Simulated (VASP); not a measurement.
# Ir (Immm) in VASP: further runs, part 2 of 2

VASP 6.6.1.

## Step 3: Single point, PBEsol (strain +0.0150 x Voigt [0, 0, 0, 0, 0, 1])

Contents of INCAR:

```
SYSTEM = Ir
PREC = Accurate
ENCUT = 520
EDIFF = 1E-7
ISMEAR = 0
SIGMA = 0.15
LREAL = .FALSE.
LASPH = .TRUE.
NELM = 60
ALGO = Fast
ISIF = 2
LWAVE = .FALSE.
LCHARG = .FALSE.
GGA = PS
NBANDS = 10
```

Contents of KPOINTS:

```
Automatic mesh
0
G
  22 22 22
  0 0 0
```

Contents of POSCAR:

```
Ir
1.0
    0.0143977500      1.9197000000      1.9197000000
    1.9197000000      0.0143977500      1.9197000000
    1.9340977500      1.9340977500      0.0000000000
Ir
1
Direct
    0.0000000000      0.0000000000      0.0000000000
```

Potentials or basis: VASP PAW PBE potentials, release 64 (Ir).

The run is started by

```sh
> cat potpaw_PBE.64/Ir/POTCAR > POTCAR
> mpirun -np 1 vasp_std > vasp.out
```

OUTCAR:

```text
SYSTEM = Ir
   PREC = Accurate
   ENCUT = 520
   EDIFF = 1E-7
   ISMEAR = 0
   LREAL = .FALSE.
   LASPH = .TRUE.
   NELM = 60
   ISIF = 2
   GGA = PS

 ion  position               nearest neighbor table
   1  0.000  0.000  0.000-

  LATTYP: Found a body centered orthorhombic cell.
 ALAT       =     2.6945042824
 B/A-ratio  =     1.0151133501
 C/A-ratio  =     1.4249003147

  Lattice vectors:

 A1 = (   1.9197000000,   0.0143977500,  -1.9197000000)
 A2 = (  -1.9197000000,  -0.0143977500,  -1.9197000000)
[... 485 lines left out ...]
      3       6.2698      2.00000
      4       8.9752      2.00000
      5      10.9724      0.00000
      6      11.6793      0.00000
      7      17.7560      0.00000
      8      24.2423      0.00000
      9      29.7788      0.00000
     10      29.9796      0.00000

 [... further k-points ...]
[... 5 lines left out ...]
  --------------------------------------------------------------------------------------
  -------------------------------------------------------------------------------------
  Total       -0.1320356     -0.1320356     -0.1469878     -0.3646512      0.0000000      0.0000000
  in kB      -14.9518808    -14.9518808    -16.6450928    -41.2935781      0.0000000      0.0000000
  external PRESSURE =     -15.5162848 kB  Pullay stress =       0.0000000 kB

 VOLUME and BASIS-vectors are now :
 -----------------------------------------------------------------------------
  energy-cutoff  :      520.00
  volume of cell :       14.15
      direct lattice vectors                 reciprocal lattice vectors
     0.014397750  1.919700000  1.919700000    -0.262425555  0.262425555  0.260457363
     1.919700000  0.014397750  1.919700000     0.262425555 -0.262425555  0.260457363
     1.934097750  1.934097750  0.000000000     0.258518475  0.258518475 -0.260457363

 POSITION                                       TOTAL-FORCE (eV/Angst)
 -----------------------------------------------------------------------------------
      0.00000      0.00000      0.00000         0.000000      0.000000      0.000000
 -----------------------------------------------------------------------------------
    total drift:                                0.000000      0.000000      0.000000

  FREE ENERGIE OF THE ION-ELECTRON SYSTEM (eV)
  ---------------------------------------------------
  free  energy   TOTEN  =        -9.8188648619 eV

  energy  without entropy=       -9.8066286871  energy(sigma->0) =       -9.81274677
```

Run time: 4.5 min. Hardware: 1 thread of Intel Xeon Platinum 8259CL at 2.50GHz (Skylake/Cascade Lake), shared host; peak memory 0.33 GiB.

Results:

```
Free energy            : -9.8189 eV
Pressure               : -1.6 GPa
Band gap on the k mesh : zero (an odd number of electrons rules out a gap without spin polarisation)
```

Caveat: the cell differs from its parent crystal (strain +0.0150 x Voigt [0, 0, 0, 0, 0, 1]); the PAW data sets were made with another functional, which shifts forces and pressure a little; spin-orbit coupling is left out, which moves the levels of the heavy elements.

## Step 4: Single point, PBEsol (strain -0.0100 x Voigt [0, 0, 0, 0, 0, 1])

Contents of INCAR:

```
  PREC = Accurate
  ENCUT = 520
  EDIFF = 1E-6
  ISMEAR = 0
  SIGMA = 0.15
  LREAL = False
  LASPH = True
  NELM = 80
  ALGO = Fast
  ISIF = 2
  LWAVE = False
  LCHARG = False
  GGA = PS
  NBANDS = 10
```

Contents of KPOINTS:

```
regular mesh
0
Gamma
  22 22 22
```

Contents of POSCAR:

```
Ir
1.0
   -0.0095985000      1.9197000000      1.9197000000
    1.9197000000     -0.0095985000      1.9197000000
    1.9101015000      1.9101015000      0.0000000000
Ir
1
Direct
    0.0000000000      0.0000000000      0.0000000000
```

The run is started by

```sh
> cat potpaw_PBE.64/Ir/POTCAR > POTCAR
> mpirun -np 1 vasp_std > vasp.out
```

Run time: 3.4 min. Hardware: 1 thread of Intel Xeon Platinum 8259CL at 2.50GHz (Skylake/Cascade Lake), shared host; peak memory 0.33 GiB.

The run converged. Its results:

- Free energy: -9.8204 eV
- Pressure: -1.7 GPa
- Band gap on the k mesh: zero (an odd number of electrons rules out a gap without spin polarisation)

Stress tensor (GPa, compression positive):
```
-1.71  2.75  0.00
 2.75 -1.71  0.00
 0.00  0.00 -1.78
```

Levels at points of the mesh, in eV from the Fermi level:
| k point | band 2 | band 3 | band 4 | band 5 | band 6 | band 7 |
| --- | --- | --- | --- | --- | --- | --- |
| (0.00, 0.00, 0.00) | -3.95 | -3.88 | -3.80 | -1.16 | -1.16 | 14.35 |
| (0.50, 0.00, 0.00) | -4.03 | -3.89 | -0.84 | 0.87 | 0.96 | 7.18 |
| (0.50, 0.50, 0.00) | -7.34 | 0.91 | 1.50 | 1.51 | 1.67 | 10.49 |
| (0.00, 0.00, 0.50) | -4.05 | -3.92 | -0.74 | 0.90 | 0.99 | 7.33 |
| (0.50, 0.00, 0.50) | -7.34 | 0.91 | 1.50 | 1.51 | 1.68 | 10.49 |

Caveat: the cell differs from its parent crystal (strain -0.0100 x Voigt [0, 0, 0, 0, 0, 1]); the PAW data sets were made with another functional, which shifts forces and pressure a little; spin-orbit coupling is left out, which moves the levels of the heavy elements.

## Step 5: Single point, PBEsol (strain +0.0050 x Voigt [0, 0, 0, 0, 0, 1])

Contents of INCAR:

```
SYSTEM = Ir
PREC = Accurate ; ENCUT = 520
EDIFF = 1E-6 ; ISMEAR = 0
SIGMA = 0.15 ; LREAL = .False.
LASPH = .True. ; NELM = 80
ALGO = Fast ; ISIF = 2
LWAVE = .False. ; LCHARG = .False.
GGA = PS ; NBANDS = 10
```

Contents of KPOINTS:

```
regular mesh
0
Gamma
  22 22 22
  0 0 0
```

Contents of POSCAR:

```
Ir
1.0
    0.0047992500      1.9197000000      1.9197000000
    1.9197000000      0.0047992500      1.9197000000
    1.9244992500      1.9244992500      0.0000000000
Ir
1
Direct
    0.0000000000      0.0000000000      0.0000000000
```

The run is started by

```sh
> cat potpaw_PBE.64/Ir/POTCAR > POTCAR
> mpirun -np 1 vasp_std > vasp.out
```

Wall time 3.3 min (1 thread of Intel Xeon Platinum 8259CL at 2.50GHz (Skylake/Cascade Lake), shared host); peak memory 0.33 GiB.

Results (log left out):

| Item | Value |
| --- | --- |
| Free energy | -9.8213 eV |
| Pressure | -1.8 GPa |
| Band gap on the k mesh | zero (an odd number of electrons rules out a gap without spin polarisation) |

Stress tensor (GPa, compression positive):
```
-1.76 -1.38  0.00
-1.38 -1.76  0.00
 0.00  0.00 -1.78
```

Levels at points of the mesh, in eV from the Fermi level:
| k point | band 2 | band 3 | band 4 | band 5 | band 6 | band 7 |
| --- | --- | --- | --- | --- | --- | --- |
| (0.00, 0.00, 0.00) | -3.91 | -3.88 | -3.84 | -1.16 | -1.16 | 14.35 |
| (0.50, 0.00, 0.00) | -4.01 | -3.94 | -0.77 | 0.92 | 0.96 | 7.29 |
| (0.50, 0.50, 0.00) | -7.34 | 0.91 | 1.50 | 1.51 | 1.67 | 10.49 |
| (0.00, 0.00, 0.50) | -4.00 | -3.93 | -0.82 | 0.90 | 0.94 | 7.21 |
| (0.50, 0.00, 0.50) | -7.34 | 0.91 | 1.51 | 1.51 | 1.67 | 10.49 |

Caveat: the cell differs from its parent crystal (strain +0.0050 x Voigt [0, 0, 0, 0, 0, 1]); the PAW data sets were made with another functional, which shifts forces and pressure a little; spin-orbit coupling is left out, which moves the levels of the heavy elements.

## Step 6: Overview

```tsv
cell	further INCAR settings	gap on the mesh (eV)	pressure (GPa)
a = 2.715, b = 2.715, c = 2.688 Å, angles 60.3, 60.3, 60.7°, 1 atom	ALGO = Fast; EDIFF = 1e-06; NBANDS = 10	none	-1.6
a = 2.715, b = 2.715, c = 2.735 Å, angles 59.8, 59.8, 59.5°, 1 atom	ALGO = Fast; EDIFF = 1e-07; NBANDS = 10	none	-1.6
a = 2.715, b = 2.715, c = 2.701 Å, angles 60.2, 60.2, 60.3°, 1 atom	ALGO = Fast; EDIFF = 1e-06; NBANDS = 10	none	-1.7
a = 2.715, b = 2.715, c = 2.722 Å, angles 59.9, 59.9, 59.8°, 1 atom	ALGO = Fast; EDIFF = 1e-06; NBANDS = 10	none	-1.8
```

Alike in all rows: task single point; level PBEsol; potentials or basis VASP PAW PBE potentials, release 64 (Ir); no spin polarisation; k mesh 22 × 22 × 22; cutoff (eV) 520; smearing gaussian 0.15 eV.

Caveats: the PAW data sets were made with another functional, which shifts forces and pressure a little; spin-orbit coupling is left out, which moves the levels of the heavy elements.

Absolute energies hang on the potentials; compare differences alone.
